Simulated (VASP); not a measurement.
# TiO2 (P4_2/mnm) in VASP: notebook, part 2 of 2

VASP 6.6.1. Earlier steps stand in the parts before.

### 3 Single point, PBEsol

INCAR

```
SYSTEM = TiO2
  ALGO = Normal
  EDIFF = 1E-6
  ENCUT = 520
  GGA = PS
  ISIF = 2
  ISMEAR = 0
  LASPH = .TRUE.
  LCHARG = .FALSE.
  LREAL = .FALSE.
  LWAVE = .FALSE.
  NBANDS = 33
  NELM = 60
  PREC = Accurate
  SIGMA = 0.01
```

KPOINTS

```
k-points
0
G
  6 6 8
  0 0 0
```

POSCAR

```
TiO2
1.0
    4.5171193679      0.0000000000      0.0000000000
    0.0000000000      4.5171193679      0.0000000000
    0.0000000000      0.0000000000      2.9159600237
Ti O
2 4
Direct
    0.0000000000      0.0000000000      0.0000000000
    0.5000000000      0.5000000000      0.5000000000
    0.3031711543      0.3031711543      0.0000000000
    0.1968288457      0.8031711543      0.5000000000
    0.6968288457      0.6968288457      0.0000000000
    0.8031711543      0.1968288457      0.5000000000
```

Potentials or basis: VASP PAW PBE potentials, release 64 (Ti_sv, O).

Command:

```bash
cat potpaw_PBE.64/Ti_sv/POTCAR potpaw_PBE.64/O/POTCAR > POTCAR
mpirun -np 1 vasp_std > vasp.out
```

OUTCAR:

```text
SYSTEM = TiO2
   EDIFF = 1E-6
   ENCUT = 520
   GGA = PS
   ISIF = 2
   ISMEAR = 0
   LASPH = .TRUE.
   LREAL = .FALSE.
   NELM = 60
   PREC = Accurate

 ion  position               nearest neighbor table
   1  0.000  0.000  0.000-   4 1.93   6 1.93   4 1.93   6 1.93   5 1.94   3 1.94
   2  0.500  0.500  0.500-   3 1.93   5 1.93   3 1.93   5 1.93   4 1.94   6 1.94
   3  0.303  0.303  0.000-   2 1.93   2 1.93   1 1.94
   4  0.197  0.803  0.500-   1 1.93   1 1.93   2 1.94
   5  0.697  0.697  0.000-   2 1.93   2 1.93   1 1.94
   6  0.803  0.197  0.500-   1 1.93   1 1.93   2 1.94

  LATTYP: Found a simple tetragonal cell.
 ALAT       =     4.5171193679
 C/A-ratio  =     0.6455353039

  Lattice vectors:

 A1 = (   4.5171193679,   0.0000000000,   0.0000000000)
 A2 = (   0.0000000000,   4.5171193679,   0.0000000000)
 A3 = (   0.0000000000,   0.0000000000,   2.9159600237)

Analysis of symmetry for initial positions (statically):
=====================================================================
 Subroutine PRICEL returns:
 Original cell was already a primitive cell.

 Routine SETGRP: Setting up the symmetry group for a
 simple tetragonal supercell.

 Subroutine GETGRP returns: Found 16 space group operations
 (whereof  8 operations were pure point group operations)
 out of a pool of 16 trial point group operations.

The static configuration has the point symmetry D_2h.
 The point group associated with its full space group is D_4h.

Analysis of symmetry for dynamics (positions and initial velocities):
=====================================================================
 Subroutine PRICEL returns:
 Original cell was already a primitive cell.

 Routine SETGRP: Setting up the symmetry group for a
 simple tetragonal supercell.

 Subroutine GETGRP returns: Found 16 space group operations
 (whereof  8 operations were pure point group operations)
 out of a pool of 16 trial point group operations.

The dynamic configuration has the point symmetry D_2h.
 The point group associated with its full space group is D_4h.

 Subroutine INISYM returns: Found 16 space group operations
 (whereof  8 operations are pure point group operations),
 and found     1 'primitive' translations

----------------------------------------------------------------------------------------

                                     Primitive cell

  volume of cell :      59.4983

  direct lattice vectors                    reciprocal lattice vectors
     4.517119368  0.000000000  0.000000000     0.221380025  0.000000000  0.000000000
     0.000000000  4.517119368  0.000000000     0.000000000  0.221380025  0.000000000
     0.000000000  0.000000000  2.915960024     0.000000000  0.000000000  0.342940230

  length of vectors
     4.517119368  4.517119368  2.915960024     0.221380025  0.221380025  0.342940230

  position of ions in fractional coordinates (direct lattice)
     0.000000000  0.000000000  0.000000000
     0.500000000  0.500000000  0.500000000
     0.303171154  0.303171154  0.000000000
[... 35 lines left out ...]
 ===========================================

 Found     50 irreducible k-points:

 Following reciprocal coordinates:
            Coordinates               Weight
  0.000000  0.000000  0.000000      1.000000
  0.166667  0.000000  0.000000      4.000000
  0.333333  0.000000  0.000000      4.000000
  0.500000  0.000000  0.000000      2.000000
  0.166667  0.166667  0.000000      4.000000
  0.333333  0.166667  0.000000      8.000000
[... 16 lines left out ...]
  0.333333  0.000000  0.250000      8.000000
  0.500000  0.000000  0.250000      4.000000
 [... further k-points ...]
   k-points           NKPTS =     50   k-points in BZ     NKDIM =     50   number of bands    NBANDS=     33
   number of dos      NEDOS =    301   number of ions     NIONS =      6
   total plane-waves  NPLWV =  31104
   dimension x,y,z NGX =    36 NGY =   36 NGZ =   24
   dimension x,y,z NGXF=    72 NGYF=   72 NGZF=   48
   ions per type =               2   4
   NGX,Y,Z   is equivalent  to a cutoff of  13.25, 13.25, 13.68 a.u.
   NGXF,Y,Z  is equivalent  to a cutoff of  26.50, 26.50, 27.37 a.u.
 SYSTEM =  TiO2
   PREC   = accura    normal or accurate (medium, high low for compatibility)
   ISTART =      0    job   : 0-new  1-cont  2-samecut
   ICHARG =      2    charge: 1-file 2-atom 10-const
   ISPIN  =      1    spin polarized calculation?
   LNONCOLLINEAR =      F non collinear calculations
   LSORBIT =      F    spin-orbit coupling
   LASPH  =      T    aspherical Exc in radial PAW
   ENCUT  =  520.0 eV  38.22 Ry    6.18 a.u.   8.40  8.40  5.42*2*pi/ulx,y,z
   NELM   =     60;   NELMIN=  2; NELMDL= -5     # of ELM steps
   EDIFF  = 0.1E-05   stopping-criterion for ELM
   LREAL  =      F    real-space projection
   EDIFFG = 0.1E-04   stopping-criterion for IOM
   NSW    =      0    number of steps for IOM
   IBRION =     -1    ionic relax: 0-MD 1-quasi-New 2-CG
   NFREE  =      0    steps in history (QN), initial steepest desc. (CG)
   ISIF   =      2    stress and relaxation
   ISYM   =      2    0-nonsym 1-usesym 2-fastsym
   POTIM  = 0.5000    time-step for ionic-motion
   TEBEG  =    0.0;   TEEND  =   0.0 temperature during run
   PSTRESS=    0.0 pullay stress
   NELECT =      48.0000    total number of electrons
   NUPDOWN=      -1.0000    fix difference up-down
   EMIN   =  10.00;   EMAX   =-10.00  energy-range for DOS
   EFERMI =   0.00;   METHOD = LEGACY
   ISMEAR =     0;   SIGMA  =   0.01  broadening in eV -4-tet -1-fermi 0-gaus
   EFERMI_NEDOS =   21; number of points for ismear=-14 and -15
   IALGO  =     38    algorithm
   IMIX   =      4    mixing-type and parameters
     AMIX     =   0.40;   BMIX     =  1.00
     AMIX_MAG =   1.60;   BMIX_MAG =  1.00
  volume/ion in A,a.u.               =       9.92        66.92
  Fermi-wavevector in a.u.,A,eV,Ry     =   1.524007  2.879956 31.600862  2.322598
  Thomas-Fermi vector in A             =   2.632373
   LORBIT       =      0    0 simple, 1 ext, 2 COOP (PROOUT), +10 PAW based schemes
   GGA     = PS    functional components
   LHFCALC =     F    Hartree Fock is set to
   AEXX    =    0.0000 exact exchange contribution
   IVDW    =     0    specifies the selected vdW correction
   LEPSILON=     F    determine dielectric tensor
   LRPA    =     F    only Hartree local field effects (RPA)
 non-spin polarized calculation
 Gauss-broadening in eV      SIGMA  =   0.01
  energy-cutoff  :      520.00
  volume of cell :       59.50
 maximum number of plane-waves:      1634
 NGX is ok and might be reduce to    36
   NGX = 17   NGY = 17   NGZ = 11

 number of electron      47.9999992 magnetization

 Free energy of the ion-electron system (eV)
  ---------------------------------------------------
  ext. energy  EPLUGINS =         0.00000000
  ---------------------------------------------------
  free energy    TOTEN  =       -56.01119286 eV

  energy without entropy =      -56.01119286  energy(sigma->0) =      -56.01119286

 E-fermi :   5.3218     XC(G=0): -11.9680

 val. band max:        5.2823473072   @ k =   0.0000   0.0000   0.0000
 cond. band min:       7.1546193173   @ k =   0.0000   0.0000   0.0000
 fundamental gap:      1.8722720101
 Fermi energy:         5.3218436098

 k-point     1 :       0.0000    0.0000    0.0000
  band No.  band energies     occupation
      1     -51.2643      2.00000
      2     -51.2411      2.00000
      3     -27.7400      2.00000
      4     -27.7400      2.00000
      5     -27.5345      2.00000
      6     -27.5345      2.00000
[... 853 lines left out ...]
     32      10.7546      0.00000
     33      12.3380      0.00000

 [... further k-points ...]

------------------------ aborting loop because EDIFF is reached ----------------------------------------

  FORCE on cell =-STRESS in cart. coord.  units (eV):
  Direction    XX          YY          ZZ          XY          YZ          ZX
  --------------------------------------------------------------------------------------
  -------------------------------------------------------------------------------------
  Total        3.9540145      3.9540145      4.0483283      0.0000000      0.0000000      0.0000000
  in kB      106.4741394    106.4741394    109.0138330      0.0000000      0.0000000      0.0000000
  external PRESSURE =     107.3207039 kB  Pullay stress =       0.0000000 kB

 VOLUME and BASIS-vectors are now :
 -----------------------------------------------------------------------------
  energy-cutoff  :      520.00
  volume of cell :       59.50
      direct lattice vectors                 reciprocal lattice vectors
     4.517119368  0.000000000  0.000000000     0.221380025  0.000000000  0.000000000
     0.000000000  4.517119368  0.000000000     0.000000000  0.221380025  0.000000000
     0.000000000  0.000000000  2.915960024     0.000000000  0.000000000  0.342940230

 POSITION                                       TOTAL-FORCE (eV/Angst)
 -----------------------------------------------------------------------------------
      0.00000      0.00000      0.00000         0.000000      0.000000      0.000000
      2.25856      2.25856      1.45798         0.000000      0.000000      0.000000
      1.36946      1.36946      0.00000        -0.014806     -0.014806     -0.000000
      0.88910      3.62802      1.45798         0.014806     -0.014806      0.000000
      3.14766      3.14766      0.00000         0.014806      0.014806      0.000000
      3.62802      0.88910      1.45798        -0.014806      0.014806      0.000000
 -----------------------------------------------------------------------------------
    total drift:                                0.000000      0.000000      0.000000

  FREE ENERGIE OF THE ION-ELECTRON SYSTEM (eV)
  ---------------------------------------------------
  free  energy   TOTEN  =       -56.0111928611 eV

  energy  without entropy=      -56.0111928611  energy(sigma->0) =      -56.01119286
```

stdout:

```text
POSCAR found type information on POSCAR TiO
 POSCAR found :  2 types and       6 ions
 scaLAPACK will be used
 -----------------------------------------------------------------------------
|                                                                             |
|                                                                             |
|     You enforced a specific xc type in the INCAR file but a different       |
|     I HOPE YOU KNOW WHAT YOU ARE DOING!                                     |
|                                                                             |
 -----------------------------------------------------------------------------

 LDA part: xc-table for (Slater+PW92), standard interpolation
 POSCAR, INCAR and KPOINTS ok, starting setup
 FFT: planning ... GRIDC
 FFT: planning ... GRID_SOFT
 FFT: planning ... GRID
 WAVECAR not read
 entering main loop
```

Wall time 40 s (1 thread of Intel Xeon 6975P-C (Granite Rapids), shared host); peak memory 0.22 GiB.

What came out:

| Quantity | Value |
| --- | --- |
| Free energy | -56.0112 eV |
| Pressure | 10.7 GPa |
| Largest force | 0.021 eV/Å |
| Band gap on the k mesh | 1.87 eV |

Forces on the atoms (eV/Å):
```
Ti   0.000  0.000  0.000
Ti   0.000  0.000  0.000
O   -0.015 -0.015  0.000
O    0.015 -0.015  0.000
O    0.015  0.015  0.000
O   -0.015  0.015  0.000
```

Levels at points of the mesh, in eV from the valence-band top:
```
           k point  band 22  band 23  band 24  band 25  band 26  band 27
(0.00, 0.00, 0.00)    -0.49    -0.49     0.00     1.87     2.16     2.44
(0.50, 0.00, 0.00)    -1.77    -0.81    -0.81     2.60     2.60     3.19
(0.50, 0.50, 0.00)    -1.37    -1.14    -1.14     1.91     1.91     2.60
(0.00, 0.00, 0.50)    -2.67    -1.49    -1.49     3.14     3.14     3.33
(0.50, 0.00, 0.50)    -2.18    -1.14    -1.14     1.92     1.92     3.35
(0.50, 0.50, 0.50)    -1.44    -0.69    -0.69     2.70     2.70     3.31
```

Caveat: the cell stands under pressure; the PAW data sets were made with another functional, which shifts forces and pressure a little. A k mesh can miss the band edges.
